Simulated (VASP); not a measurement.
# GdN (P-6m2) in VASP: a series of runs

GdN is run at these levels: PBE; tasks: single point, relaxation of cell and atoms.

Program: VASP 6.6.1. These are calculated values, not measurements. Logs are shortened: lines on timing, memory, paths and dates and some standing lists are left out, and cuts for length are marked.

## Step 1: The cell of the first run

The structure is hexagonal, space group P-6m2 (No. 187). Conventional cell: a = 3.398 Å, b = 3.398 Å, c = 3.092 Å, α = 90.00°, β = 90.00°, γ = 120.00°. Within 3.4 Å of Gd (site symmetry -6m2) lie 6 N at 2.50 Å and 8 Gd at 3.09 to 3.40 Å. N (site symmetry -6m2) has 6 Gd at 2.50 Å and 8 N at 3.09 to 3.40 Å within 3.4 Å.

The cell was built from a structure type or drawn by symmetry, and may not be a known phase.

## Step 2: Single point, PBE, collinear spin, ferromagnetic start

The input, INCAR:

```
PREC = Accurate
ENCUT = 520
EDIFF = 1E-6
ISMEAR = 0
SIGMA = 0.1
LREAL = F
LASPH = T
NELM = 150
ALGO = Normal
ISIF = 2
LWAVE = F
LCHARG = T
ISPIN = 2
MAGMOM = 7 0
LORBIT = 11
LMAXMIX = 6
GGA = PE
LELF = T
LVHAR = T
NBANDS = 22
```

The input, KPOINTS:

```
regular mesh
0
Gamma
  6 6 4
```

The input, POSCAR:

```
GdN
1.0
    3.3975938452      0.0000000000      0.0000000000
   -1.6987969226      2.9424025817      0.0000000000
    0.0000000000      0.0000000000      3.0923782389
Gd N
1 1
Direct
    0.3333333333      0.6666666667      0.5000000000
    0.0000000000      0.0000000000      0.0000000000
```

Potentials or basis: VASP PAW PBE potentials, release 64 (Gd, N).

Launch:

```
> cat potpaw_PBE.64/Gd/POTCAR potpaw_PBE.64/N/POTCAR > POTCAR
> mpirun -np 1 vasp_std > vasp.out
```

OUTCAR:

```text
PREC = Accurate
   ENCUT = 520
   EDIFF = 1E-6
   ISMEAR = 0
   LREAL = F
   LASPH = T
   NELM = 150
   ISIF = 2
   ISPIN = 2
   LORBIT = 11
   GGA = PE

 ion  position               nearest neighbor table
   1  0.333  0.667  0.500-   2 2.50   2 2.50   2 2.50   2 2.50   2 2.50   2 2.50
   2  0.000  0.000  0.000-   1 2.50   1 2.50   1 2.50   1 2.50   1 2.50   1 2.50

  LATTYP: Found a hexagonal cell.
 ALAT       =     3.3975938452
 C/A-ratio  =     0.9101671300

  Lattice vectors:

 A1 = (   3.3975938452,   0.0000000000,   0.0000000000)
 A2 = (  -1.6987969226,   2.9424025817,   0.0000000000)
 A3 = (   0.0000000000,   0.0000000000,   3.0923782389)

Analysis of symmetry for initial positions (statically):
=====================================================================
 Subroutine PRICEL returns:
 Original cell was already a primitive cell.

 Routine SETGRP: Setting up the symmetry group for a
 hexagonal supercell.

 Subroutine GETGRP returns: Found 12 space group operations
 (whereof 12 operations were pure point group operations)
 out of a pool of 24 trial point group operations.

The static configuration has the point symmetry D_3h.

Analysis of symmetry for dynamics (positions and initial velocities):
=====================================================================
 Subroutine PRICEL returns:
 Original cell was already a primitive cell.

 Routine SETGRP: Setting up the symmetry group for a
 hexagonal supercell.

 Subroutine GETGRP returns: Found 12 space group operations
 (whereof 12 operations were pure point group operations)
 out of a pool of 24 trial point group operations.

The dynamic configuration has the point symmetry D_3h.

Analysis of structural, dynamic, and magnetic symmetry:
=====================================================================
 Subroutine PRICEL returns:
 Original cell was already a primitive cell.

 Routine SETGRP: Setting up the symmetry group for a
 hexagonal supercell.

 Subroutine GETGRP returns: Found 12 space group operations
 (whereof 12 operations were pure point group operations)
 out of a pool of 24 trial point group operations.

The overall configuration has the point symmetry D_3h.

 Subroutine INISYM returns: Found 12 space group operations
 (whereof 12 operations are pure point group operations),
 and found     1 'primitive' translations

----------------------------------------------------------------------------------------

                                     Primitive cell

  volume of cell :      30.9148

  direct lattice vectors                    reciprocal lattice vectors
     3.397593845  0.000000000  0.000000000     0.294325939  0.169929160  0.000000000
    -1.698796923  2.942402582  0.000000000     0.000000000  0.339858321  0.000000000
     0.000000000  0.000000000  3.092378239     0.000000000  0.000000000  0.323375707

  length of vectors
     3.397593845  3.397593845  3.092378239     0.339858321  0.339858321  0.323375707

  position of ions in fractional coordinates (direct lattice)
     0.333333333  0.666666667  0.500000000
     0.000000000  0.000000000  0.000000000

  ion indices of the primitive-cell ions
   primitive index   ion index
                 1           1
                 2           2

----------------------------------------------------------------------------------------

 KPOINTS: regular mesh

Automatic generation of k-mesh.
 Grid dimensions read from file:
 generate k-points for:    6    6    4

 Generating k-lattice:

  Cartesian coordinates                     Fractional coordinates (reciprocal lattice)
     0.049054323  0.028321527  0.000000000     0.166666667  0.000000000  0.000000000
     0.000000000  0.056643053  0.000000000     0.000000000  0.166666667  0.000000000
     0.000000000  0.000000000  0.080843927     0.000000000  0.000000000  0.250000000

  Length of vectors
     0.056643053  0.056643053  0.080843927

  Shift w.r.t. Gamma in fractional coordinates (k-lattice)
     0.000000000  0.000000000  0.000000000

 Subroutine IBZKPT returns following result:
 ===========================================

 Found     21 irreducible k-points:

 Following reciprocal coordinates:
            Coordinates               Weight
  0.000000  0.000000  0.000000      1.000000
  0.166667 -0.000000  0.000000      6.000000
  0.333333  0.000000  0.000000      6.000000
  0.500000 -0.000000  0.000000      3.000000
  0.166667  0.166667  0.000000      6.000000
  0.333333  0.166667  0.000000     12.000000
[... 13 lines left out ...]
  0.333333  0.166667  0.500000     12.000000
  0.333333  0.333333  0.500000      2.000000
   k-points           NKPTS =     21   k-points in BZ     NKDIM =     21   number of bands    NBANDS=     22
   number of dos      NEDOS =    301   number of ions     NIONS =      2
   total plane-waves  NPLWV =  18816
   dimension x,y,z NGX =    28 NGY =   28 NGZ =   24
   dimension x,y,z NGXF=    56 NGYF=   56 NGZF=   48
   ions per type =               1   1
   NGX,Y,Z   is equivalent  to a cutoff of  13.70, 13.70, 12.90 a.u.
   NGXF,Y,Z  is equivalent  to a cutoff of  27.40, 27.40, 25.80 a.u.
 SYSTEM =  unknown system
   PREC   = accura    normal or accurate (medium, high low for compatibility)
   ISTART =      0    job   : 0-new  1-cont  2-samecut
   ICHARG =      2    charge: 1-file 2-atom 10-const
   ISPIN  =      2    spin polarized calculation?
   LNONCOLLINEAR =      F non collinear calculations
   LSORBIT =      F    spin-orbit coupling
   LASPH  =      T    aspherical Exc in radial PAW
   ENCUT  =  520.0 eV  38.22 Ry    6.18 a.u.   6.32  6.32  5.75*2*pi/ulx,y,z
   NELM   =    150;   NELMIN=  2; NELMDL= -5     # of ELM steps
   EDIFF  = 0.1E-05   stopping-criterion for ELM
   LREAL  =      F    real-space projection
   EDIFFG = 0.1E-04   stopping-criterion for IOM
   NSW    =      0    number of steps for IOM
   IBRION =     -1    ionic relax: 0-MD 1-quasi-New 2-CG
   NFREE  =      0    steps in history (QN), initial steepest desc. (CG)
   ISIF   =      2    stress and relaxation
   ISYM   =      2    0-nonsym 1-usesym 2-fastsym
   POTIM  = 0.5000    time-step for ionic-motion
   TEBEG  =    0.0;   TEEND  =   0.0 temperature during run
   PSTRESS=    0.0 pullay stress
   NELECT =      23.0000    total number of electrons
   NUPDOWN=      -1.0000    fix difference up-down
   EMIN   =  10.00;   EMAX   =-10.00  energy-range for DOS
   EFERMI =   0.00;   METHOD = LEGACY
   ISMEAR =     0;   SIGMA  =   0.10  broadening in eV -4-tet -1-fermi 0-gaus
   EFERMI_NEDOS =   21; number of points for ismear=-14 and -15
   IALGO  =     38    algorithm
   IMIX   =      4    mixing-type and parameters
     AMIX     =   0.40;   BMIX     =  1.00
     AMIX_MAG =   1.60;   BMIX_MAG =  1.00
  volume/ion in A,a.u.               =      15.46       104.31
  Fermi-wavevector in a.u.,A,eV,Ry     =   1.483413  2.803244 29.939809  2.200514
  Thomas-Fermi vector in A             =   2.597078
   LORBIT       =     11    0 simple, 1 ext, 2 COOP (PROOUT), +10 PAW based schemes
   GGA     = PE    functional components
   LHFCALC =     F    Hartree Fock is set to
   AEXX    =    0.0000 exact exchange contribution
   IVDW    =     0    specifies the selected vdW correction
   LEPSILON=     F    determine dielectric tensor
   LRPA    =     F    only Hartree local field effects (RPA)
 spin polarized calculation
 Gauss-broadening in eV      SIGMA  =   0.10
  energy-cutoff  :      520.00
  volume of cell :       30.91
 maximum number of plane-waves:       852
 NGX is ok and might be reduce to    28
   NGX = 13   NGY = 13   NGZ = 11

 number of electron      23.0000005 magnetization       7.0000439

 Free energy of the ion-electron system (eV)
  ---------------------------------------------------
  ext. energy  EPLUGINS =         0.00000000
  ---------------------------------------------------
  free energy    TOTEN  =       -22.37725779 eV

  energy without entropy =      -22.37443578  energy(sigma->0) =      -22.37584678

 E-fermi :   4.1507     XC(G=0): -11.5438

 val. band max:        3.9162902378   @ k =   0.0000   0.0000   0.0000
 cond. band min:       4.1589976154   @ k =   0.1667  -0.0000   0.0000
 fundamental gap:      0.2427073776
 Fermi energy:         4.1507226129

 spin component 1

 k-point     1 :       0.0000    0.0000    0.0000
  band No.  band energies     occupation
      1     -40.0528      1.00000
      2     -17.0514      1.00000
      3     -17.0514      1.00000
      4     -16.7801      1.00000
      5      -9.0224      1.00000
      6       0.3519      1.00000
[... 14 lines left out ...]
     21      11.2967      0.00000
     22      17.2427      0.00000

 k-point     2 :       0.1667   -0.0000    0.0000
  band No.  band energies     occupation
      1     -40.0290      1.00000
      2     -17.3741      1.00000
      3     -17.1134      1.00000
      4     -16.7450      1.00000
      5      -8.6596      1.00000
      6       0.3516      1.00000
[... 14 lines left out ...]
     21      11.5064      0.00000
     22      17.4487      0.00000

 k-point     3 :       0.3333    0.0000    0.0000
  band No.  band energies     occupation
      1     -39.9808      1.00000
      2     -17.9504      1.00000
      3     -17.2345      1.00000
      4     -16.6738      1.00000
      5      -8.0157      1.00000
      6       0.2279      1.00000
[... 14 lines left out ...]
     21      11.6141      0.00000
     22      17.4705      0.00000
[... 401 lines left out ...]
 k-point    20 :       0.3333    0.1667    0.5000
  band No.  band energies     occupation
      1     -39.8268      1.00000
      2     -18.0571      1.00000
      3     -17.7150      1.00000
      4     -17.2307      1.00000
      5      -8.1345      1.00000
      6       0.2135      1.00000
[... 14 lines left out ...]
     21      16.4864      0.00000
     22      17.3155      0.00000

 k-point    21 :       0.3333    0.3333    0.5000
  band No.  band energies     occupation
      1     -39.8155      1.00000
      2     -18.0068      1.00000
      3     -17.5828      1.00000
      4     -17.5146      1.00000
      5      -8.2240      1.00000
      6      -0.0673      1.00000
[... 14 lines left out ...]
     21      16.8395      0.00000
     22      16.8657      0.00000
 Fermi energy:         4.1507226129

 spin component 2

 k-point     1 :       0.0000    0.0000    0.0000
  band No.  band energies     occupation
      1     -36.9636      1.00000
      2     -14.8182      1.00000
      3     -14.8182      1.00000
      4     -14.5157      1.00000
      5      -8.9728      1.00000
      6       2.5699      1.00000
[... 14 lines left out ...]
     21      12.5393      0.00000
     22      17.9352      0.00000

 k-point     2 :       0.1667   -0.0000    0.0000
  band No.  band energies     occupation
      1     -36.9332      1.00000
      2     -15.2544      1.00000
      3     -14.8946      1.00000
      4     -14.4701      1.00000
      5      -8.5428      1.00000
      6       1.7750      1.00000
[... 14 lines left out ...]
     21      12.6332      0.00000
     22      18.1599      0.00000

 k-point     3 :       0.3333    0.0000    0.0000
  band No.  band energies     occupation
      1     -36.8718      1.00000
      2     -15.9881      1.00000
      3     -15.0429      1.00000
      4     -14.3772      1.00000
      5      -7.8395      1.00000
      6       0.9468      1.00000
[... 14 lines left out ...]
     21      12.5726      0.00000
     22      18.1986      0.00000
[... 401 lines left out ...]
 k-point    20 :       0.3333    0.1667    0.5000
  band No.  band energies     occupation
      1     -36.6846      1.00000
      2     -16.0017      1.00000
      3     -15.6255      1.00000
      4     -15.0319      1.00000
      5      -8.1487      1.00000
      6       0.7586      1.00000
[... 14 lines left out ...]
     21      17.4716      0.00000
     22      18.0022      0.00000

 k-point    21 :       0.3333    0.3333    0.5000
  band No.  band energies     occupation
      1     -36.6703      1.00000
      2     -15.9250      1.00000
      3     -15.4778      1.00000
      4     -15.3659      1.00000
      5      -8.2721      1.00000
      6       0.1628      1.00000
[... 14 lines left out ...]
     21      17.6523      0.00000
     22      18.0518      0.00000

------------------------ aborting loop because EDIFF is reached ----------------------------------------

  FORCE on cell =-STRESS in cart. coord.  units (eV):
  Direction    XX          YY          ZZ          XY          YZ          ZX
  --------------------------------------------------------------------------------------
  -------------------------------------------------------------------------------------
  Total        0.0153201      0.0153201     -0.0211118      0.0000000      0.0000000      0.0000000
  in kB        0.7939754      0.7939754     -1.0941316      0.0000000      0.0000000      0.0000000
  external PRESSURE =       0.1646064 kB  Pullay stress =       0.0000000 kB

 VOLUME and BASIS-vectors are now :
 -----------------------------------------------------------------------------
  energy-cutoff  :      520.00
  volume of cell :       30.91
      direct lattice vectors                 reciprocal lattice vectors
     3.397593845  0.000000000  0.000000000     0.294325939  0.169929160  0.000000000
    -1.698796923  2.942402582  0.000000000     0.000000000  0.339858321  0.000000000
     0.000000000  0.000000000  3.092378239     0.000000000  0.000000000  0.323375707

 POSITION                                       TOTAL-FORCE (eV/Angst)
 -----------------------------------------------------------------------------------
     -0.00000      1.96160      1.54619        -0.000000      0.000000      0.000000
      0.00000      0.00000      0.00000         0.000000      0.000000      0.000000
 -----------------------------------------------------------------------------------
    total drift:                                0.000000     -0.000000     -0.000000

  FREE ENERGIE OF THE ION-ELECTRON SYSTEM (eV)
  ---------------------------------------------------
  free  energy   TOTEN  =       -22.3772577909 eV

  energy  without entropy=      -22.3744357769  energy(sigma->0) =      -22.37584678

 total charge

# of ion       s       p       d       f       tot
--------------------------------------------------
    1        2.041   5.637   0.562   7.026  15.266
    2        1.246   2.388   0.000   0.000   3.634
--------------------------------------------------
tot          3.287   8.025   0.562   7.026  18.900

 magnetization (x)

# of ion       s       p       d       f       tot
--------------------------------------------------
    1       -0.002  -0.077   0.088   6.783   6.792
    2       -0.005  -0.048   0.000   0.000  -0.053
--------------------------------------------------
tot         -0.007  -0.125   0.088   6.783   6.739
```

Wall time 3.1 min (1 thread of Intel Xeon 8259CL, shared host); peak memory 0.19 GiB.

Results:

```
Free energy                                           : -22.3773 eV
Pressure                                              : 0.0 GPa
Net moment                                            : 7.00 μB per cell
Site moments                                          : Gd +6.79; N -0.05 μB
Valence electrons inside the program's atomic spheres : Gd 15.27; N 3.63
```

Caveat: the k points lie up to 0.51 Å⁻¹ apart; spin-orbit coupling is left out, which moves the levels of the heavy elements; a cell with one magnetic atom can't hold antiferromagnetic order, which such compounds often take; semilocal functionals describe open f shells poorly, which spoils levels, moments and volumes. The state reached can hang on the start; a lower one may exist.

## Step 3: Single point, PBE, collinear spin, ferromagnetic start

The input, INCAR:

```
PREC = Accurate ; ENCUT = 520
EDIFF = 1E-6 ; ISMEAR = 0
SIGMA = 0.1 ; LREAL = F
LASPH = T ; NELM = 150
ALGO = Normal ; ISIF = 2
LWAVE = F ; LCHARG = F
ISPIN = 2 ; MAGMOM = 7.54 0
LORBIT = 11 ; LMAXMIX = 6
GGA = PE ; NBANDS = 22
```

The input, KPOINTS:

```
regular mesh
0
Gamma
  6 6 6
```

POSCAR is that of step 2.

Potentials or basis: VASP PAW PBE potentials, release 64 (Gd, N).

Launch:

```
> cat potpaw_PBE.64/Gd/POTCAR potpaw_PBE.64/N/POTCAR > POTCAR
> mpirun -np 1 vasp_std > vasp.out
```

It took 3.3 min on 1 thread of Intel Xeon 8259CL, shared host; peak memory 0.2 GiB.

The run converged. Its results:

* Free energy: -22.3916 eV
* Pressure: 0.1 GPa
* Net moment: 7.00 μB per cell
* Site moments: Gd +6.79; N -0.05 μB
* Valence electrons inside the program's atomic spheres: Gd 15.27; N 3.63

Stress tensor (GPa, compression positive):
```
 0.27  0.00  0.00
 0.00  0.27  0.00
 0.00  0.00 -0.13
```

Levels at points of the mesh, in eV from the Fermi level:
Spin up:
```
           k point  band 12  band 13  band 14  band 15  band 16  band 17  band 18  band 19
(0.00, 0.00, 0.00)    -3.54    -1.65    -1.65    -0.42     0.42     2.87     5.79     5.79
(0.50, 0.00, 0.00)    -3.48    -3.41    -1.06    -0.28     0.04     5.22     6.36     7.26
(0.00, 0.00, 0.50)    -3.49    -3.49    -0.82    -0.82     2.98     2.98     4.96     5.18
(0.50, 0.00, 0.50)    -3.50    -3.10    -2.34    -2.12     2.75     5.43     7.49     8.15
```
Spin down:
```tsv
k point	band 5	band 6	band 7	band 8	band 9	band 10	band 11	band 12
(0.00, 0.00, 0.00)	-13.12	-1.58	-1.58	-0.23	0.42	1.10	1.69	1.69
(0.50, 0.00, 0.00)	-11.69	-3.42	-1.30	-0.76	0.82	1.53	1.54	1.81
(0.00, 0.00, 0.50)	-11.07	-4.20	-1.34	-1.34	1.31	1.54	1.89	1.94
(0.50, 0.00, 0.50)	-12.32	-2.90	-2.27	-2.21	1.59	1.62	1.68	1.82
```

Caveat: spin-orbit coupling is left out, which moves the levels of the heavy elements; a cell with one magnetic atom can't hold antiferromagnetic order, which such compounds often take; semilocal functionals describe open f shells poorly, which spoils levels, moments and volumes. The state reached can hang on the start; a lower one may exist.

## Step 4: Single point, PBE, collinear spin, ferromagnetic start

This run uses another cell than the first one, of 23.68 Å³/atom.

The input, INCAR:

```
PREC = Accurate
ENCUT = 520
EDIFF = 1E-7
ISMEAR = 0
SIGMA = 0.1
LREAL = False
LASPH = True
NELM = 150
ALGO = Normal
ISIF = 2
LWAVE = False
LCHARG = False
ISPIN = 2
MAGMOM = 7 0
LORBIT = 11
LMAXMIX = 6
GGA = PE
NBANDS = 22
```

The input, KPOINTS:

```
Automatic mesh
0
Gamma
  6 6 4
```

The input, POSCAR:

```
GdN
1.0
    3.2520313600      0.0000000000      0.0000000000
   -1.6260156800      2.8163417700      0.0000000000
    0.0000000000      0.0000000000      5.1704812800
Gd N
1 1
Direct
    0.3333333300      0.6666666700      0.5000000000
    0.0000000000      0.0000000000      0.0000000000
```

Launch:

```
> cat potpaw_PBE.64/Gd/POTCAR potpaw_PBE.64/N/POTCAR > POTCAR
> mpirun -np 1 vasp_std > vasp.out
```

Wall time 3.5 min (1 thread of Intel Xeon 8259CL, shared host); peak memory 0.21 GiB.

The run converged. Its results:

| Quantity | Value |
| --- | --- |
| Free energy | -16.5900 eV |
| Pressure | -12.5 GPa |
| Net moment | 7.56 μB per cell |
| Site moments | Gd +7.00; N -0.03 μB |
| Valence electrons inside the program's atomic spheres | Gd 15.21; N 3.31 |

Stress tensor (GPa, compression positive):
```
  1.21   0.00   0.00
  0.00   1.21   0.00
  0.00   0.00 -40.03
```

Levels at points of the mesh, in eV from the Fermi level:
Spin up:
| k point | band 12 | band 13 | band 14 | band 15 | band 16 | band 17 | band 18 | band 19 |
| --- | --- | --- | --- | --- | --- | --- | --- | --- |
| (0.00, 0.00, 0.00) | -4.69 | -3.26 | -1.60 | 0.62 | 0.62 | 1.90 | 1.90 | 2.55 |
| (0.50, 0.00, 0.00) | -4.74 | -2.54 | -1.95 | -1.50 | 0.34 | 2.26 | 4.06 | 4.14 |
| (0.00, 0.00, 0.50) | -4.69 | -4.25 | -0.91 | 0.77 | 0.77 | 1.65 | 1.65 | 4.87 |
| (0.50, 0.00, 0.50) | -4.74 | -2.46 | -1.97 | -0.45 | 0.13 | 0.97 | 3.58 | 4.57 |
Spin down:
```tsv
k point	band 5	band 6	band 7	band 8	band 9	band 10	band 11	band 12
(0.00, 0.00, 0.00)	-12.30	-1.80	-1.50	0.16	0.52	0.54	0.54	0.55
(0.50, 0.00, 0.00)	-11.57	-2.20	-1.72	-0.43	0.15	0.45	0.47	0.49
(0.00, 0.00, 0.50)	-12.13	-3.38	-0.12	0.20	0.42	0.42	0.46	0.70
(0.50, 0.00, 0.50)	-11.60	-1.92	-1.66	0.11	0.11	0.44	0.47	0.52
```

Caveat: the k points lie up to 0.37 Å⁻¹ apart; spin-orbit coupling is left out, which moves the levels of the heavy elements; a cell with one magnetic atom can't hold antiferromagnetic order, which such compounds often take; semilocal functionals describe open f shells poorly, which spoils levels, moments and volumes.

(Part 1 of 2 ends here.)
